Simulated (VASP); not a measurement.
Write the native input for VASP 6.6.1 that does the following.

| Property | Result |
| --- | --- |
| Task | single point |
| Functional | PBE |
| Potentials or basis | VASP PAW PBE potentials, release 64 (Au) |
| Cutoff | 520 eV |
| k mesh | 7 × 7 × 4, shifted |
| Occupations | fermi-dirac, width 0.0783 eV |
| Spin | no spin polarisation |
| Dipole correction | no |
| Further INCAR settings | ALGO = Normal; EDIFF = 1e-07; NBANDS = 18; ISYM = 0 |

The structure of Au lies in POSCAR:

```
Au
1.0
    2.7632870000      0.0000000000      0.0000000000
   -1.3816430000      2.3930770000      0.0000000000
    0.0000000000      0.0000000000      4.4594190000
Au
2
Direct
    0.3333000000      0.6667000000      0.2500000000
    0.6666000000      0.3333000000      0.7500000000
```

The input as run:

INCAR

```
SYSTEM = Au
ALGO = Normal ; EDIFF = 1E-7
ENCUT = 520 ; GGA = PE
ISIF = 2 ; ISMEAR = -1
ISYM = 0 ; LASPH = .True.
LCHARG = .False. ; LREAL = .False.
LWAVE = .False. ; NBANDS = 18
NELM = 60 ; PREC = Accurate
SIGMA = 0.0783
```

KPOINTS

```
Automatic mesh
0
Gamma
  7 7 4
  0.5 0.5 0.5
```

Potentials or basis: VASP PAW PBE potentials, release 64 (Au).

The run is started by

```console
$ cat potpaw_PBE.64/Au/POTCAR > POTCAR
$ mpirun -np 1 vasp_std > vasp.out
```

It gave:

```yaml
Pressure: 49.1 GPa
Band_gap_on_the_k_mesh: zero (band 11 reaches 15.46 eV, above the bottom of band 12 at 9.66 eV)
```

Caveat: the k points lie up to 0.38 Å⁻¹ apart; spin-orbit coupling is left out, which moves the levels of the heavy elements.

Wall time 3.6 min on 1 thread of AMD EPYC 7R13, on a shared host, peak memory 0.22 GiB.
